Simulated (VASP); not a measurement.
**GaSb: single point with r2SCAN**

GaSb:

```
CELL_PARAMETERS angstrom
0.00000 3.06588 3.06588
3.06588 0.00000 3.06588
3.06588 3.06588 0.00000
ATOMIC_POSITIONS crystal
Ga 0.00000 0.00000 0.00000
Sb 0.25000 0.25000 0.25000
```

```json
{
  "Program": "VASP 6.6.1",
  "Task": "single point",
  "Functional": "r2SCAN",
  "Potentials or basis": "VASP PAW PBE potentials, release 64 (Ga_d, Sb_d_GW)",
  "Cutoff": "550 eV",
  "k mesh": "6 × 6 × 6",
  "Occupations": "fermi-dirac, width 0.02 eV",
  "Spin": "no spin polarisation",
  "Dipole correction": "no",
  "Second run": "valence_matched",
  "Further INCAR settings": "ALGO = Normal; EDIFF = 1e-06; NBANDS = 21"
}
```

| Quantity | Value |
| --- | --- |
| Pressure | 0.0 GPa |
| Band gap on the k mesh | 0.40 eV, direct |

Levels at points of the mesh, in eV from the valence-band top:
| k point | band 11 | band 12 | band 13 | band 14 | band 15 | band 16 | band 17 | band 18 |
| --- | --- | --- | --- | --- | --- | --- | --- | --- |
| (0.00, 0.00, 0.00) | -11.88 | 0.00 | 0.00 | 0.00 | 0.40 | 2.99 | 2.99 | 2.99 |
| (0.50, 0.00, 0.00) | -10.18 | -6.54 | -1.20 | -1.20 | 0.67 | 4.03 | 4.03 | 6.93 |
| (0.50, 0.50, 0.00) | -9.31 | -7.00 | -2.67 | -2.67 | 1.13 | 1.50 | 9.25 | 9.25 |

It took 2.1 min on 1 thread of AMD EPYC 7R13 Processor (Zen 3) (shared host), peak memory 0.2 GiB.

Caveat: the PAW data sets were made with another functional, which shifts forces and pressure a little; spin-orbit coupling is left out, which moves the levels of the heavy elements. A k mesh can miss the band edges.
